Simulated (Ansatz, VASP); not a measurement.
# One calculation of N, two programs

File INCAR:

```
PREC = Accurate
ENCUT = 520
EDIFF = 1E-6
ISMEAR = 0
SIGMA = 0.05
LREAL = False
LASPH = True
NELM = 80
ALGO = Normal
ISIF = 2
LWAVE = False
LCHARG = False
GGA = CA
NBANDS = 18
```

Contents of KPOINTS:

```
regular mesh
0
Gamma
  6 6 6
```

Contents of POSCAR:

```
N
1.0
    4.1991660401      0.0000000000      0.0000000000
    0.0000000000      4.1991660401      0.0000000000
    0.0000000000      0.0000000000      5.0568545077
N
4
Direct
    0.9042752000      0.9042752000      0.0000000000
    0.5957248000      0.4042752000      0.5000000000
    0.0957248000      0.0957248000      0.0000000000
    0.4042752000      0.5957248000      0.5000000000
```

Input for Ansatz:

```yaml
crystal:
  lattice:
    - [4.1991660401, 0.0, 0.0]
    - [0.0, 4.1991660401, 0.0]
    - [0.0, 0.0, 5.0568545077]
  atoms:
    - { symbol: "N", position: [0.9042752, 0.9042752, 0.0] }
    - { symbol: "N", position: [0.5957248, 0.4042752, 0.5] }
    - { symbol: "N", position: [0.0957248, 0.0957248, 0.0] }
    - { symbol: "N", position: [0.4042752, 0.5957248, 0.5] }
basis:
  ecutwfc: 420
kpoints:
  mp_grid: { grid: [6, 6, 6] }
hamiltonian:
  xc: lda
scf:
  occupations: { method: gaussian, width: 0.05 }
output:
  forces: true
  stress: true
  eigenvalues: true
```

Alike in both runs: task single point; functional LDA; k mesh 6 × 6 × 6; occupations gaussian, width 0.05 eV; no spin polarisation.

```csv
,VASP,Ansatz
version,VASP 6.6.1,Ansatz 0.2.0
potentials or method,"VASP PAW LDA potentials, release 64 (N), cutoff 520 eV","scalar-relativistic, plane waves, PAW"
valence electrons in the cell,20,20
```

|  | VASP | Ansatz | Ansatz less VASP |
| --- | --- | --- | --- |
| gap on the k mesh at the Fermi level (eV) | 6.37 | 6.41 | +0.047 |
| least direct gap on the mesh (eV) | 6.44 | 6.49 | +0.050 |
| pressure (GPa) | -6.8 | -8.0 | -1.14 |
| traceless stress, the component that is largest in VASP (GPa) | 6.19 | 7.46 | +1.268 |
| rms of the force components (eV/Å) | 2.601 | 3.135 | +0.5343 |

LDA's correlation is that of Perdew and Zunger in VASP and of Perdew and Wang (1992) in Ansatz. Atom by atom the forces differ by 0.534 eV/Å (rms over components).

Noted on VASP's run: the standard files for N, O and F lose accuracy on very short bonds.
